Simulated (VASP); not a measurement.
# Na2B3 (P-3m1) in VASP: further runs

Runs on Na2B3. Level: PBE. Tasks: single point, relaxation of cell and atoms.

Everything below comes from runs of VASP 6.6.1. Logs are shortened: lines on timing, memory, paths and dates and some standing lists are left out, and cuts for length are marked.

## (1) The cell of the first run

The structure is trigonal, space group P-3m1 (No. 164). Conventional cell: a = 2.990 Å, b = 2.990 Å, c = 8.628 Å, α = 90.00°, β = 90.00°, γ = 120.00°. Within 3.7 Å of Na (site symmetry 3m) lie 7 B at 2.80 to 3.17 Å and 6 Na at 2.99 Å. Within 2.4 Å of B (site symmetry 3m) lie 6 B at 1.79 to 1.96 Å. B (site symmetry -3m) has 6 B at 1.79 Å within 2.4 Å.

## (2) Single point, PBE

Contents of INCAR:

```
SYSTEM = Na2B3
PREC     = Accurate       ! precision mode
ENCUT    = 520            ! plane-wave cutoff, eV
EDIFF    = 1E-7           ! SCF threshold, eV
ISMEAR   = 0              ! smearing method
SIGMA    = 0.1            ! smearing width, eV
LREAL    = .FALSE.        ! projectors in reciprocal space
LASPH    = .TRUE.         ! aspherical terms in the spheres
NELM     = 100            ! most SCF steps
ALGO     = Normal         ! electronic algorithm
ISIF     = 2              ! what is computed and relaxed
LWAVE    = .FALSE.        ! write WAVECAR
LCHARG   = .FALSE.        ! write CHGCAR
GGA      = PE             ! functional
NBANDS   = 20             ! bands
```

Contents of KPOINTS:

```
Automatic mesh
0
G
  6 6 2
  0 0 0
```

Contents of POSCAR:

```
Na2B3
1.0
    2.9902666369     -0.0000000027      0.0000000000
   -1.4951333161      2.5896468730      0.0000000000
    0.0000000000      0.0000000000      8.6278518830
Na B
2 3
Direct
    0.6666666667      0.3333333333      0.8086162918
    0.3333333333      0.6666666667      0.1913837082
    0.3333333333      0.6666666667      0.5531806405
    0.6666666667      0.3333333333      0.4468193595
    0.0000000000      0.0000000000      0.5000000000
```

Potentials or basis: VASP PAW PBE potentials, release 64 (Na_pv, B).

On the command line:

```
$ cat potpaw_PBE.64/Na_pv/POTCAR potpaw_PBE.64/B/POTCAR > POTCAR
$ mpirun -np 1 vasp_std > vasp.out
```

OUTCAR:

```text
SYSTEM = Na2B3
   PREC = Accurate
   ENCUT = 520
   EDIFF = 1E-7
   ISMEAR = 0
   LREAL = .FALSE.
   LASPH = .TRUE.
   NELM = 100
   ISIF = 2
   GGA = PE

 ion  position               nearest neighbor table
   1  0.667  0.333  0.809-
   2  0.333  0.667  0.191-
   3  0.333  0.667  0.553-   5 1.79   5 1.79   5 1.79   4 1.96   4 1.96   4 1.96
   4  0.667  0.333  0.447-   5 1.79   5 1.79   5 1.79   3 1.96   3 1.96   3 1.96
   5  0.000  0.000  0.500-   3 1.79   4 1.79   3 1.79   4 1.79   4 1.79   3 1.79

  LATTYP: Found a hexagonal cell.
 ALAT       =     2.9902666369
 C/A-ratio  =     2.8853118904

  Lattice vectors:

 A1 = (   2.9902666369,  -0.0000000027,   0.0000000000)
 A2 = (  -1.4951333161,   2.5896468730,   0.0000000000)
 A3 = (   0.0000000000,   0.0000000000,   8.6278518830)

Analysis of symmetry for initial positions (statically):
=====================================================================
 Subroutine PRICEL returns:
 Original cell was already a primitive cell.

 Routine SETGRP: Setting up the symmetry group for a
 hexagonal supercell.

 Subroutine GETGRP returns: Found 12 space group operations
 (whereof 12 operations were pure point group operations)
 out of a pool of 24 trial point group operations.

The static configuration has the point symmetry D_3d.

Analysis of symmetry for dynamics (positions and initial velocities):
=====================================================================
 Subroutine PRICEL returns:
 Original cell was already a primitive cell.

 Routine SETGRP: Setting up the symmetry group for a
 hexagonal supercell.

 Subroutine GETGRP returns: Found 12 space group operations
 (whereof 12 operations were pure point group operations)
 out of a pool of 24 trial point group operations.

The dynamic configuration has the point symmetry D_3d.

 Subroutine INISYM returns: Found 12 space group operations
 (whereof 12 operations are pure point group operations),
 and found     1 'primitive' translations

----------------------------------------------------------------------------------------

                                     Primitive cell

  volume of cell :      66.8118

  direct lattice vectors                    reciprocal lattice vectors
     2.990266637 -0.000000003  0.000000000     0.334418339  0.193076517  0.000000000
    -1.495133316  2.589646873  0.000000000     0.000000000  0.386153035  0.000000000
     0.000000000  0.000000000  8.627851883     0.000000000  0.000000000  0.115903705
[... 80 lines left out ...]
   LREAL  =      F    real-space projection
   EDIFFG = 0.1E-05   stopping-criterion for IOM
   NSW    =      0    number of steps for IOM
   IBRION =     -1    ionic relax: 0-MD 1-quasi-New 2-CG
   NFREE  =      0    steps in history (QN), initial steepest desc. (CG)
   ISIF   =      2    stress and relaxation
   ISYM   =      2    0-nonsym 1-usesym 2-fastsym
   POTIM  = 0.5000    time-step for ionic-motion
   TEBEG  =    0.0;   TEEND  =   0.0 temperature during run
   PSTRESS=    0.0 pullay stress
   NELECT =      23.0000    total number of electrons
   NUPDOWN=      -1.0000    fix difference up-down
   EMIN   =  10.00;   EMAX   =-10.00  energy-range for DOS
   EFERMI =   0.00;   METHOD = LEGACY
   ISMEAR =     0;   SIGMA  =   0.10  broadening in eV -4-tet -1-fermi 0-gaus
   EFERMI_NEDOS =   21; number of points for ismear=-14 and -15
   IALGO  =     38    algorithm
   IMIX   =      4    mixing-type and parameters
     AMIX     =   0.40;   BMIX     =  1.00
     AMIX_MAG =   1.60;   BMIX_MAG =  1.00
  volume/ion in A,a.u.               =      13.36        90.17
  Fermi-wavevector in a.u.,A,eV,Ry     =   1.147360  2.168196 17.911187  1.316435
  Thomas-Fermi vector in A             =   2.284040
   LORBIT       =      0    0 simple, 1 ext, 2 COOP (PROOUT), +10 PAW based schemes
   GGA     = PE    functional components
   LHFCALC =     F    Hartree Fock is set to
   AEXX    =    0.0000 exact exchange contribution
   IVDW    =     0    specifies the selected vdW correction
   LEPSILON=     F    determine dielectric tensor
   LRPA    =     F    only Hartree local field effects (RPA)
 non-spin polarized calculation
 Gauss-broadening in eV      SIGMA  =   0.10
  energy-cutoff  :      520.00
  volume of cell :       66.81
 maximum number of plane-waves:      1844
 NGX is ok and might be reduce to    24
   NGX = 11   NGY = 11   NGZ = 33

 number of electron      23.0000030 magnetization

 Free energy of the ion-electron system (eV)
  ---------------------------------------------------
  ext. energy  EPLUGINS =         0.00000000
  ---------------------------------------------------
  free energy    TOTEN  =       -20.60355142 eV

  energy without entropy =      -20.59884965  energy(sigma->0) =      -20.60120054

 E-fermi :   3.8612     XC(G=0):  -9.1971

 val. band max:        3.7008415485   @ k =   0.1667  -0.0000   0.0000
 cond. band min:       3.8893743947   @ k =   0.3333  -0.0000   0.0000
 fundamental gap:      0.1885328462
 Fermi energy:         3.8611739332

 k-point     1 :       0.0000    0.0000    0.0000
  band No.  band energies     occupation
      1     -20.9880      2.00000
      2     -20.9615      2.00000
      3     -20.9257      2.00000
      4     -20.9257      2.00000
      5     -20.9247      2.00000
      6     -20.9247      2.00000
[... 311 lines left out ...]
     19      11.5286      0.00000
     20      11.5286      0.00000

------------------------ aborting loop because EDIFF is reached ----------------------------------------

  FORCE on cell =-STRESS in cart. coord.  units (eV):
  Direction    XX          YY          ZZ          XY          YZ          ZX
  --------------------------------------------------------------------------------------
  -------------------------------------------------------------------------------------
  Total       -0.0409411     -0.0409411     -0.0414503     -0.0000000     -0.0000000     -0.0000000
  in kB       -0.9817856     -0.9817856     -0.9939967     -0.0000000     -0.0000000     -0.0000000
  external PRESSURE =      -0.9858560 kB  Pullay stress =       0.0000000 kB

 VOLUME and BASIS-vectors are now :
 -----------------------------------------------------------------------------
  energy-cutoff  :      520.00
  volume of cell :       66.81
      direct lattice vectors                 reciprocal lattice vectors
     2.990266637 -0.000000003  0.000000000     0.334418339  0.193076517  0.000000000
    -1.495133316  2.589646873  0.000000000     0.000000000  0.386153035  0.000000000
     0.000000000  0.000000000  8.627851883     0.000000000  0.000000000  0.115903705

 POSITION                                       TOTAL-FORCE (eV/Angst)
 -----------------------------------------------------------------------------------
      1.49513      0.86322      6.97662         0.000000      0.000000     -0.008968
      0.00000      1.72643      1.65123         0.000000     -0.000000      0.008968
      0.00000      1.72643      4.77276         0.000000     -0.000000     -0.008090
      1.49513      0.86322      3.85509        -0.000000      0.000000      0.008090
      0.00000      0.00000      4.31393         0.000000      0.000000     -0.000000
 -----------------------------------------------------------------------------------
    total drift:                               -0.000000      0.000000      0.000000

  FREE ENERGIE OF THE ION-ELECTRON SYSTEM (eV)
  ---------------------------------------------------
  free  energy   TOTEN  =       -20.6035514206 eV

  energy  without entropy=      -20.5988496497  energy(sigma->0) =      -20.60120054
```

Wall time 7.4 s (1 thread of Intel Xeon 6975P-C (Granite Rapids), shared host); peak memory 0.18 GiB.

Results:

```yaml
Free_energy: -20.6036 eV
Pressure: -0.1 GPa
Largest_force: 0.009 eV/Å
```

Forces on the atoms (eV/Å):
```
Na   0.000  0.000 -0.009
Na   0.000  0.000  0.009
B    0.000  0.000 -0.008
B    0.000  0.000  0.008
B    0.000  0.000  0.000
```

Caveat: the k points lie up to 0.40 Å⁻¹ apart.

## (3) Relaxation of cell and atoms, PBE

This run uses another cell than the first one, of 19.52 Å³/atom, 1.461 times its volume.

Contents of INCAR:

```
ALGO = Normal ; EDIFF = 1E-6
EDIFFG = -0.04 ; ENCUT = 600
GGA = PE ; IBRION = 2
ISIF = 3 ; ISMEAR = 0
LASPH = True ; LCHARG = False
LREAL = False ; LWAVE = False
NELM = 100 ; NSW = 90
PREC = Accurate ; SIGMA = 0.1
```

Contents of KPOINTS:

```
k-points
0
Gamma
  6 6 2
```

Contents of POSCAR:

```
Na2B3
1.0
    3.1738717700      0.0000000000      0.0000000000
   -1.5869358800      2.7486535800      0.0000000000
    0.0000000000      0.0000000000     11.1861038600
Na B
2 3
Direct
    0.6666666700      0.3333333300      0.8495036400
    0.3333333300      0.6666666700      0.1504963600
    0.3333333300      0.6666666700      0.6560533900
    0.6666666700      0.3333333300      0.3439466100
    0.0000000000      0.0000000000      0.5000000000
```

Potentials or basis: VASP PAW PBE potentials, release 64 (Na_pv, B).

On the command line:

```
$ cat potpaw_PBE.64/Na_pv/POTCAR potpaw_PBE.64/B/POTCAR > POTCAR
$ mpirun -np 1 vasp_std > vasp.out
```

Wall time 2.9 min (1 thread of Intel Xeon 6975P-C (Granite Rapids), shared host); peak memory 0.26 GiB.

The run converged. Its results:

- Free energy: -20.6114 eV
- Relaxed volume: 13.30 Å³/atom
- Relaxed cell: a = 2.986 Å, b = 2.986 Å, c = 8.609 Å, α = 90.00°, β = 90.00°, γ = 120.00°
- Space group after relaxing (to 0.05 Å): P-3m1 (No. 164)
- Energy gained by relaxing: 1515.1 meV/atom
- Ionic steps: 25
- Pressure after relaxing: 0.2 GPa
- Largest force after relaxing: 0.019 eV/Å

Forces in eV/Å, atoms in the order of the input:
```
Na   0.000  0.000 -0.019
Na   0.000  0.000  0.019
B    0.000  0.000 -0.017
B    0.000  0.000  0.017
B    0.000  0.000  0.000
```

Stress tensor (GPa, compression positive):
```
0.30 0.00 0.00
0.00 0.30 0.00
0.00 0.00 0.05
```

The path:
| step | energy change (eV) | largest force (eV/Å) | pressure (GPa) | volume (Å³) |
| --- | --- | --- | --- | --- |
| 1 | 0.0000 | 2.2350 | -10.87 | 97.59 |
| 2 | -1.9104 | 2.9307 | -9.83 | 79.98 |
| 3 | -1.0509 | 4.8984 | 82.75 | 39.28 |
| 4 | -2.9722 | 3.4207 | 2.77 | 61.31 |
| 5 | -3.0387 | 3.4678 | 13.79 | 54.79 |
| 6 | -4.5047 | 3.6554 | 18.37 | 52.44 |
| 7 | -4.6891 | 2.5149 | 50.58 | 45.35 |
| 8 | -5.8015 | 1.7596 | 29.28 | 48.95 |
| 9 | -5.7502 | 1.4314 | 35.19 | 47.73 |
| 10 | -6.5903 | 1.1874 | 16.71 | 53.37 |
| 11 | -6.6831 | 0.9780 | 7.91 | 57.52 |
| 12 | -6.9230 | 0.9408 | 5.16 | 59.34 |
| 13 | -7.3726 | 0.6184 | -2.04 | 64.86 |
| 14 | -7.3905 | 0.6391 | -4.39 | 67.64 |
| 15 | -7.4047 | 0.5614 | -3.45 | 66.50 |
| 16 | -7.4991 | 0.4459 | -0.75 | 65.02 |
| 17 | -7.5083 | 0.5758 | 0.72 | 64.37 |
| 18 | -7.5450 | 0.2346 | 1.10 | 64.57 |
| 19 | -7.5586 | 0.1451 | 1.53 | 64.77 |
| 20 | -7.5690 | 0.1116 | -0.33 | 66.35 |
| 21 | -7.5690 | 0.1108 | -0.41 | 66.40 |
| 22 | -7.5730 | 0.0764 | -0.27 | 66.53 |
| 23 | -7.5743 | 0.0849 | -0.17 | 66.64 |
| 24 | -7.5743 | 0.0941 | -0.17 | 66.65 |
| 25 | -7.5753 | 0.0186 | 0.22 | 66.49 |

Final structure:
```xyz
5
Lattice="2.9862 0.0000 0.0000 -1.4931 2.5862 0.0000 0.0000 0.0000 8.6089" Properties=species:S:1:pos:R:3 pbc="T T T"
Na    1.4931    0.8621    6.9671
Na    0.0000    1.7241    1.6418
B     0.0000    1.7241    4.7638
B     1.4931    0.8621    3.8450
B     0.0000    0.0000    4.3044
```

Levels at points of the mesh, in eV from the Fermi level:
```csv
k point,band 9,band 10,band 11,band 12,band 13,band 14,band 15
"(0.00, 0.00, 0.00)",-3.76,-1.93,-1.93,-0.75,-0.75,-0.56,0.36
"(0.50, 0.00, 0.00)",-6.38,-3.61,-2.71,1.31,1.37,1.86,3.43
"(0.00, 0.00, 0.50)",-2.94,-2.50,-1.93,-1.93,-0.75,-0.75,2.92
"(0.50, 0.00, 0.50)",-6.38,-3.62,-2.73,1.34,1.76,2.14,2.66
```

Caveat: the k points lie up to 0.40 Å⁻¹ apart in the final cell; the volume moved by over 15 % at a fixed basis, so the end points are rough.

## (4) Single point, PBE

This run uses another cell than the first one, of 19.52 Å³/atom, 1.461 times its volume.

Contents of INCAR:

```
  PREC = Accurate
  ENCUT = 520
  EDIFF = 1E-7
  ISMEAR = 0
  SIGMA = 0.1
  LREAL = False
  LASPH = True
  NELM = 80
  ALGO = Normal
  ISIF = 2
  LWAVE = False
  LCHARG = False
  GGA = PE
  NBANDS = 20
```

Contents of KPOINTS:

```
Automatic mesh
0
Gamma
  6 6 2
```

POSCAR is that of step 3.

On the command line:

```
$ cat potpaw_PBE.64/Na_pv/POTCAR potpaw_PBE.64/B/POTCAR > POTCAR
$ mpirun -np 1 vasp_std > vasp.out
```

Wall time 20 s (1 thread of Intel Xeon Platinum 8559C (Emerald Rapids), shared host); peak memory 0.2 GiB.

The run converged. Its results:

| Quantity | Value |
| --- | --- |
| Free energy | -13.0358 eV |
| Pressure | -10.9 GPa |
| Largest force | 2.234 eV/Å |

Forces in eV/Å, atoms in the order of the input:
```
Na   0.000  0.000 -0.259
Na   0.000  0.000  0.259
B    0.000  0.000 -2.234
B    0.000  0.000  2.234
B    0.000  0.000  0.000
```

Stress tensor (GPa, compression positive):
```
 -8.07   0.00   0.00
  0.00  -8.07   0.00
  0.00   0.00 -16.45
```

Levels at points of the mesh, in eV from the Fermi level:
```csv
k point,band 7,band 8,band 9,band 10,band 11,band 12,band 13,band 14,band 15,band 16
"(0.00, 0.00, 0.00)",-9.02,-7.16,-4.49,-2.01,-1.81,2.36,3.52,3.55,3.55,4.33
"(0.50, 0.00, 0.00)",-5.36,-5.01,-3.38,-2.56,-0.80,0.04,1.56,2.12,2.39,2.68
"(0.00, 0.00, 0.50)",-9.02,-7.17,-4.32,-2.90,-0.53,1.06,3.55,3.55,4.33,4.33
"(0.50, 0.00, 0.50)",-5.36,-5.01,-3.38,-2.57,-0.76,0.11,1.56,1.76,1.93,3.16
```

Caveat: the k points lie up to 0.38 Å⁻¹ apart; forces of over 1 eV/Å act on the atoms, so gaps and moduli don't describe the material at rest.

## (5) Summary

```tsv
task	cell	cutoff (eV)	gap on the mesh (eV)	pressure (GPa)	largest force (eV/Å)
single point	a = 2.990, b = 2.990, c = 8.628 Å, angles 90.0, 90.0, 120.0°, 5 atoms	520	none	-0.1	0.01
relaxation of cell and atoms	relaxed from a = 3.174, b = 3.174, c = 11.186 Å, angles 90.0, 90.0, 120.0°, 5 atoms	600	none	0.2	0.02
single point	a = 3.174, b = 3.174, c = 11.186 Å, angles 90.0, 90.0, 120.0°, 5 atoms	520	none	-10.9	2.23
```

Alike in all rows: level PBE; potentials or basis VASP PAW PBE potentials, release 64 (Na_pv, B); no spin polarisation; k mesh 6 × 6 × 2; smearing gaussian 0.1 eV.

Caveats: all runs use coarse meshes; the volume moved by over 15 % at a fixed basis, so the end points are rough (some runs); forces of over 1 eV/Å act on the atoms, so gaps and moduli don't describe the material at rest (some runs).

Absolute energies hang on the potentials; compare differences alone.
